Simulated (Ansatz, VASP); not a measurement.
## Ba: VASP beside Ansatz

The input INCAR:

```
SYSTEM = Ba
PREC = Accurate
ENCUT = 520
EDIFF = 1E-6
ISMEAR = -1
SIGMA = 0.05
LREAL = .False.
LASPH = .True.
NELM = 60
ALGO = Normal
ISIF = 2
LWAVE = .False.
LCHARG = .False.
GGA = PS
NBANDS = 11
```

KPOINTS

```
regular mesh
0
Gamma
  10 10 10
  0 0 0
```

The input POSCAR:

```
Ba
1.0
   -2.5500000000      2.5000000000      2.5000000000
    2.5000000000     -2.5500000000      2.5000000000
    2.5000000000      2.5000000000     -2.5500000000
Ba
1
Direct
    0.0000000000      0.0000000000      0.0000000000
```

Input for Ansatz:

```yaml
crystal:
  lattice:
    - [-2.55, 2.5, 2.5]
    - [2.5, -2.55, 2.5]
    - [2.5, 2.5, -2.55]
  atoms:
    - { symbol: Ba, position: [0.0, 0.0, 0.0] }
kpoints:
  mp_grid: { grid: [10, 10, 10] }
  band_path:
    path:
      - [0.0, 0.0, 0.0]
      - [0.0, 0.0, 0.5]
      - [-0.5, 0.5, 0.5]
      - [-0.7548769728, 0.2451230272, 0.2451230272]
      - [0.2451230272, 0.2451230272, 0.2451230272]
      - [0.0, 0.0, 0.0]
      - [-0.5, 0.0, 0.5]
    npoints: 5
scf:
  occupations: { method: fermi_dirac, width: 0.05 }
hamiltonian:
  xc: pbesol
  pseudopotentials: { kind: all_electron, lapw: { basis_error: 0.0005 } }
output:
  forces: true
  stress: true
  eigenvalues: true
```

Change from the starting cell: equal xy, yz and zx shear strains of -2 %.

Alike in both runs: task single point; functional PBEsol; k mesh 10 × 10 × 10; occupations fermi-dirac, width 0.05 eV; no spin polarisation.

```csv
,VASP,Ansatz
version,VASP 6.6.1,Ansatz 0.2.0
potentials or method,"VASP PAW PBE potentials, release 64 (Ba_sv), cutoff 520 eV","all-electron LAPW, scalar-relativistic"
```

```tsv
	VASP	Ansatz	Ansatz less VASP
pressure (GPa)	-0.5	-0.6	-0.06
traceless stress, the component that is largest in VASP (GPa)	0.22	0.21	-0.001
```

VASP's potentials were made for PBE, not for PBEsol. Ansatz ran all-electron here, and VASP with PAW potentials.

Spin-orbit coupling is off throughout.
